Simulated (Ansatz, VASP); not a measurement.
AlCu: VASP beside Ansatz

```xyz
2
Lattice="2.9975 0.0112 0.0000 0.0112 2.9975 0.0000 0.0000 0.0000 2.9975" Properties=species:S:1:pos:R:3 pbc="T T T"
Al    0.0000    0.0000    0.0000
Cu    1.5044    1.5044    1.4988
```

Change from the starting cell: strain +0.0075 x Voigt [0, 0, 0, 0, 0, 1], atoms carried along.

Alike in both runs: task single point; functional r2SCAN; k mesh 16 × 16 × 16; occupations gaussian, width 0.15 eV; no spin polarisation.

```csv
,VASP,Ansatz
version,VASP 6.6.1,Ansatz 0.2.0
potentials or method,"VASP PAW PBE potentials, release 64 (Al, Cu), cutoff 520 eV","scalar-relativistic, plane waves, PAW"
valence electrons in the cell,14,22
```

```tsv
	VASP	Ansatz	Ansatz less VASP
gap on the k mesh at the Fermi level (eV)	none	none	-
pressure (GPa)	-4.9	-4.9	-0.04
traceless stress, the component that is largest in VASP (GPa)	-0.25	-0.25	-0.004
```

VASP's potentials were made for PBE, not for r2SCAN. A gap of «none» marks a metal or a gap that the smearing closes. The functional is the same, so the differences come from potentials, cutoffs and numerics. VASP's potentials hold 14 valence electrons a cell and Ansatz's 22, so a difference there can come from the potentials and not from the codes.
